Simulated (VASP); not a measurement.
# Zn (R-3m) in VASP: notebook, part 2 of 2

VASP 6.6.1. The steps go on from the part before.

## (3) Single point, PBEsol

This run uses another cell than the first one, of the same volume but with other edges.

INCAR

```
ALGO = Fast ; EDIFF = 1E-7
ENCUT = 520 ; GGA = PS
ISIF = 2 ; ISMEAR = 0
LASPH = True ; LCHARG = True
LELF = True ; LREAL = False
LVHAR = True ; LWAVE = False
NBANDS = 12 ; NELM = 80
PREC = Accurate ; SIGMA = 0.15
```

KPOINTS

```
k-points
0
Gamma
  22 22 22
```

POSCAR

```
Zn
1.0
   -1.3506424452      1.5637841790      1.5637841790
    1.5637841790     -1.3506424452      1.5637841790
    1.5637841790      1.5637841790     -1.3506424452
Zn
1
Direct
    0.0000000000      0.0000000000      0.0000000000
```

Potentials or basis: VASP PAW PBE potentials, release 64 (Zn).

On the command line:

```sh
$ cat potpaw_PBE.64/Zn/POTCAR > POTCAR
$ mpirun -np 1 vasp_std > vasp.out
```

OUTCAR:

```text
EDIFF = 1E-7
   ENCUT = 520
   GGA = PS
   ISIF = 2
   ISMEAR = 0
   LASPH = True
   LREAL = False
   NELM = 80
   PREC = Accurate

 ion  position               nearest neighbor table
   1  0.000  0.000  0.000-

  LATTYP: Found a trigonal (rhomboedric) cell.
 ALAT       =     2.5913465480
 COS(alpha) =    -0.2648972803

  Lattice vectors:

 A1 = (  -1.3506424452,   1.5637841790,   1.5637841790)
 A2 = (   1.5637841790,  -1.3506424452,   1.5637841790)
 A3 = (   1.5637841790,   1.5637841790,  -1.3506424452)

Analysis of symmetry for initial positions (statically):
=====================================================================
 Subroutine PRICEL returns:
 Original cell was already a primitive cell.

 Routine SETGRP: Setting up the symmetry group for a
 trigonal (rhombohedral) supercell.

 Subroutine GETGRP returns: Found 12 space group operations
 (whereof 12 operations were pure point group operations)
 out of a pool of 12 trial point group operations.

The static configuration has the point symmetry D_3d.

Analysis of symmetry for dynamics (positions and initial velocities):
=====================================================================
 Subroutine PRICEL returns:
 Original cell was already a primitive cell.

 Routine SETGRP: Setting up the symmetry group for a
 trigonal (rhombohedral) supercell.

 Subroutine GETGRP returns: Found 12 space group operations
 (whereof 12 operations were pure point group operations)
 out of a pool of 12 trial point group operations.

The dynamic configuration has the point symmetry D_3d.

 Subroutine INISYM returns: Found 12 space group operations
 (whereof 12 operations are pure point group operations),
 and found     1 'primitive' translations

----------------------------------------------------------------------------------------

                                     Primitive cell

  volume of cell :      15.0930
[... 113 lines left out ...]
   LHFCALC =     F    Hartree Fock is set to
   AEXX    =    0.0000 exact exchange contribution
   IVDW    =     0    specifies the selected vdW correction
   LEPSILON=     F    determine dielectric tensor
   LRPA    =     F    only Hartree local field effects (RPA)
 non-spin polarized calculation
 RMM-DIIS sequential band-by-band and
 Gauss-broadening in eV      SIGMA  =   0.15
  energy-cutoff  :      520.00
  volume of cell :       15.09
 maximum number of plane-waves:       427
   NGX =  9   NGY =  9   NGZ =  9

 number of electron      12.0000011 magnetization

 Free energy of the ion-electron system (eV)
  ---------------------------------------------------
  ext. energy  EPLUGINS =         0.00000000
  ---------------------------------------------------
  free energy    TOTEN  =        -1.46898952 eV

  energy without entropy =       -1.46508198  energy(sigma->0) =       -1.46703575

 E-fermi :   2.9411     XC(G=0): -11.7347

 val. band max:        2.9343201279   @ k =  -0.4545   0.5000   0.2273
 cond. band min:       2.9458193676   @ k =  -0.3182  -0.4091   0.0909
 fundamental gap:      0.0114992398
 Fermi energy:         2.9411444514

 k-point     1 :       0.0000    0.0000    0.0000
  band No.  band energies     occupation
      1      -7.4747      2.00000
      2      -5.0457      2.00000
      3      -5.0457      2.00000
      4      -4.3845      2.00000
      5      -4.1547      2.00000
      6      -4.1547      2.00000
      7      19.0864      0.00000
      8      19.9842      0.00000
      9      19.9842      0.00000
     10      22.5544      0.00000
     11      22.5544      0.00000
     12      25.0452      0.00000
[... 331 lines left out ...]
 k-point    24 :      -0.4545    0.0455   -0.0000
  band No.  band energies     occupation
      1      -5.4697      2.00000
      2      -5.1859      2.00000
      3      -4.1987      2.00000
      4      -4.1722      2.00000
      5      -4.0592      2.00000
      6      -1.3339      2.00000
      7       2.4132      2.00000
      8      15.9823      0.00000
      9      16.9917      0.00000
     10      20.1756      0.00000
     11      21.9336      0.00000
     12      32.6394      0.00000

 [... further k-points ...]

------------------------ aborting loop because EDIFF is reached ----------------------------------------

  FORCE on cell =-STRESS in cart. coord.  units (eV):
  Direction    XX          YY          ZZ          XY          YZ          ZX
  --------------------------------------------------------------------------------------
  -------------------------------------------------------------------------------------
  Total       -0.0856320     -0.0856320     -0.0856320     -0.1679748     -0.1679748     -0.1679748
  in kB       -9.0901554     -9.0901554     -9.0901554    -17.8311461    -17.8311461    -17.8311461
  external PRESSURE =      -9.0901554 kB  Pullay stress =       0.0000000 kB

 VOLUME and BASIS-vectors are now :
 -----------------------------------------------------------------------------
  energy-cutoff  :      520.00
  volume of cell :       15.09
      direct lattice vectors                 reciprocal lattice vectors
    -1.350642445  1.563784179  1.563784179    -0.041157221  0.301963443  0.301963443
     1.563784179 -1.350642445  1.563784179     0.301963443 -0.041157221  0.301963443
     1.563784179  1.563784179 -1.350642445     0.301963443  0.301963443 -0.041157221

 POSITION                                       TOTAL-FORCE (eV/Angst)
 -----------------------------------------------------------------------------------
      0.00000      0.00000      0.00000         0.000000     -0.000000      0.000000
 -----------------------------------------------------------------------------------
    total drift:                                0.000000      0.000000      0.000000

  FREE ENERGIE OF THE ION-ELECTRON SYSTEM (eV)
  ---------------------------------------------------
  free  energy   TOTEN  =        -1.4689895249 eV

  energy  without entropy=       -1.4650819842  energy(sigma->0) =       -1.46703575
```

stdout:

```text
POSCAR found type information on POSCAR Zn
 POSCAR found :  1 types and       1 ions
 scaLAPACK will be used
 -----------------------------------------------------------------------------
|                                                                             |
|                                                                             |
|     You enforced a specific xc type in the INCAR file but a different       |
|     I HOPE YOU KNOW WHAT YOU ARE DOING!                                     |
|                                                                             |
 -----------------------------------------------------------------------------

 LDA part: xc-table for (Slater+PW92), standard interpolation
 POSCAR, INCAR and KPOINTS ok, starting setup
 FFT: planning ... GRIDC
 FFT: planning ... GRID_SOFT
 FFT: planning ... GRID
 WAVECAR not read
 entering main loop
WARNING in EDDRMM: call to ZHEGV failed, returncode =   8  4     10
WARNING in EDDRMM: call to ZHEGV failed, returncode =   8  4     11
WARNING in EDDRMM: call to ZHEGV failed, returncode =   8  4     10
WARNING in EDDRMM: call to ZHEGV failed, returncode =   8  4     12
WARNING in EDDRMM: call to ZHEGV failed, returncode =   8  4     10
WARNING in EDDRMM: call to ZHEGV failed, returncode =   8  4      9
WARNING in EDDRMM: call to ZHEGV failed, returncode =   6  3     10
WARNING in EDDRMM: call to ZHEGV failed, returncode =   6  3     11
WARNING in EDDRMM: call to ZHEGV failed, returncode =   8  4     12
WARNING in EDDRMM: call to ZHEGV failed, returncode =   6  3     10
WARNING in EDDRMM: call to ZHEGV failed, returncode =   6  3     10
WARNING in EDDRMM: call to ZHEGV failed, returncode =   6  3     10
```

It took 58 s on 1 thread of Intel Xeon 6975P-C (Granite Rapids), shared host; peak memory 0.27 GiB.

What came out:

* Free energy: -1.4690 eV
* Pressure: -0.9 GPa
* Band gap on the k mesh: zero (band 6 reaches 7.03 eV, above the bottom of band 7 at 1.00 eV)

Caveat: the PAW data sets were made with another functional, which shifts forces and pressure a little.

## (4) Single point, PBEsol

This run uses another cell than the first one, of the same volume but with other edges.

INCAR

```
PREC     = Accurate       # precision mode
ENCUT    = 520            # plane-wave cutoff, eV
EDIFF    = 1E-7           # SCF threshold, eV
ISMEAR   = 0              # smearing method
SIGMA    = 0.15           # smearing width, eV
LREAL    = F              # projectors in reciprocal space
LASPH    = T              # aspherical terms in the spheres
NELM     = 100            # most SCF steps
ALGO     = Fast           # electronic algorithm
ISIF     = 2              # what is computed and relaxed
LWAVE    = F              # write WAVECAR
LCHARG   = F              # write CHGCAR
GGA      = PS             # functional
NBANDS   = 12             # bands
```

KPOINTS

```
regular mesh
0
Gamma
  22 22 22
```

POSCAR

```
Zn
1.0
   -0.9306315404      1.6227749176      1.6227749176
    1.6227749176     -0.9306315404      1.6227749176
    1.6227749176      1.6227749176     -0.9306315404
Zn
1
Direct
    0.0000000000      0.0000000000      0.0000000000
```

On the command line:

```sh
$ cat potpaw_PBE.64/Zn/POTCAR > POTCAR
$ mpirun -np 1 vasp_std > vasp.out
```

It took 49 s on 1 thread of Intel Xeon 6975P-C (Granite Rapids), shared host; peak memory 0.27 GiB.

Results (log left out):

* Free energy: -1.2637 eV
* Pressure: 9.0 GPa
* Band gap on the k mesh: zero (band 6 reaches 8.34 eV, above the bottom of band 7 at 0.09 eV)

Stress tensor (GPa, compression positive):
```
 9.01 -1.53 -1.53
-1.53  9.01 -1.53
-1.53 -1.53  9.01
```

Levels at points of the mesh, in eV from the Fermi level:
```
           k point  band 4  band 5  band 6  band 7  band 8  band 9
(0.00, 0.00, 0.00)   -6.90   -6.87   -6.87   13.81   14.00   14.00
(0.50, 0.00, 0.00)   -7.31   -6.84   -3.55   -2.68   18.42   18.46
(0.50, 0.50, 0.00)   -7.21   -6.51    0.63    2.19    3.51    6.88
(0.50, 0.50, 0.50)   -6.49   -6.49    5.58    5.58    7.41   10.99
```

Caveat: the PAW data sets were made with another functional, which shifts forces and pressure a little.

## (5) Single point, PBEsol

This run uses another cell than the first one, of 15.48 Å³/atom, 1.025 times its volume.

INCAR

```
SYSTEM = Zn
PREC = Accurate ; ENCUT = 520
EDIFF = 1E-7 ; ISMEAR = 0
SIGMA = 0.15 ; LREAL = .False.
LASPH = .True. ; NELM = 100
ALGO = Fast ; ISIF = 2
LWAVE = .False. ; LCHARG = .True.
GGA = PS ; LELF = .True.
LVHAR = .True. ; NBANDS = 12
```

KPOINTS

```
regular mesh
0
Gamma
  22 22 22
  0 0 0
```

POSCAR

```
Zn
1.0
   -1.1521025375      1.5986396929      1.5986396929
    1.5986396929     -1.1521025375      1.5986396929
    1.5986396929      1.5986396929     -1.1521025375
Zn
1
Direct
    0.0000000000      0.0000000000      0.0000000000
```

On the command line:

```sh
$ cat potpaw_PBE.64/Zn/POTCAR > POTCAR
$ mpirun -np 1 vasp_std > vasp.out
```

It took 57 s on 1 thread of Intel Xeon 6975P-C (Granite Rapids), shared host; peak memory 0.28 GiB.

Results (log left out):

| Quantity | Value |
| --- | --- |
| Free energy | -1.3704 eV |
| Pressure | 2.6 GPa |
| Band gap on the k mesh | zero (band 6 reaches 7.14 eV, above the bottom of band 7 at 0.16 eV) |

Stress tensor (GPa, compression positive):
```
 2.59 -2.96 -2.96
-2.96  2.59 -2.96
-2.96 -2.96  2.59
```

Levels at points of the mesh, in eV from the Fermi level:
| k point | band 2 | band 3 | band 4 | band 5 | band 6 | band 7 | band 8 | band 9 | band 10 | band 11 |
| --- | --- | --- | --- | --- | --- | --- | --- | --- | --- | --- |
| (0.00, 0.00, 0.00) | -8.09 | -8.09 | -6.93 | -6.83 | -6.83 | 14.23 | 14.86 | 14.86 | 17.62 | 17.62 |
| (0.50, 0.00, 0.00) | -8.06 | -7.06 | -7.03 | -6.82 | -3.25 | -2.41 | 15.47 | 15.87 | 18.50 | 20.47 |
| (0.50, 0.50, 0.00) | -7.94 | -7.14 | -7.01 | -6.48 | -0.56 | 2.18 | 4.46 | 8.80 | 19.31 | 22.99 |
| (0.50, 0.50, 0.50) | -8.08 | -7.48 | -6.49 | -6.49 | 4.57 | 4.57 | 6.98 | 9.27 | 9.80 | 9.80 |

Caveat: the PAW data sets were made with another functional, which shifts forces and pressure a little.

## (6) Summary

```tsv
cell	gap on the mesh (eV)	pressure (GPa)
a = 3.158 Å, angles 116.4°, 1 atom	none	74.6
a = 2.591 Å, angles 105.4°, 1 atom	none	-0.9
a = 2.476 Å, angles 93.6°, 1 atom	none	9.0
a = 2.537 Å, angles 100.1°, 1 atom	none	2.6
```

Alike in all rows: task single point; level PBEsol; potentials or basis VASP PAW PBE potentials, release 64 (Zn); no spin polarisation; k mesh 22 × 22 × 22; cutoff (eV) 520; smearing gaussian 0.15 eV.

Caveats: the PAW data sets were made with another functional, which shifts forces and pressure a little.

Total energies depend on the potentials used, so only differences within one code and one set of settings carry meaning.
